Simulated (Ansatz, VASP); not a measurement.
## ZnCu in VASP and in Ansatz

```
Zn Cu
1.0
     1.29918   -4.92712    0.00000
     1.29918    4.92712    0.00000
     0.00000    0.00000    4.13256
Zn Cu
2 2
Direct
  0.33175 0.66825 0.75000
  0.66825 0.33175 0.25000
  0.07016 0.92984 0.75000
  0.92984 0.07016 0.25000
```

Alike in both runs: functional PBE; k mesh 18 × 18 × 12; occupations gaussian, width 0.1 eV; no spin polarisation.

Ansatz relaxed the structure, and its values are those at the end. VASP's run is a single point on that final structure, the one shown.

```csv
,VASP,Ansatz
version,VASP 6.6.1,Ansatz 0.2.0
potentials or method,"VASP PAW PBE potentials, release 64 (Zn, Cu), cutoff 520 eV","scalar-relativistic, plane waves, PAW"
valence electrons in the cell,46,62
```

|  | VASP | Ansatz | Ansatz less VASP |
| --- | --- | --- | --- |
| gap on the k mesh at the Fermi level (eV) | none | none | - |
| pressure (GPa) | 0.5 | 0.0 | -0.46 |
| rms of the force components (eV/Å) | 0.006 | 0.001 | -0.0051 |

A gap of «none» marks a metal or a gap that the smearing closes. VASP's potentials hold 46 valence electrons a cell and Ansatz's 62, so a difference there can come from the potentials and not from the codes.
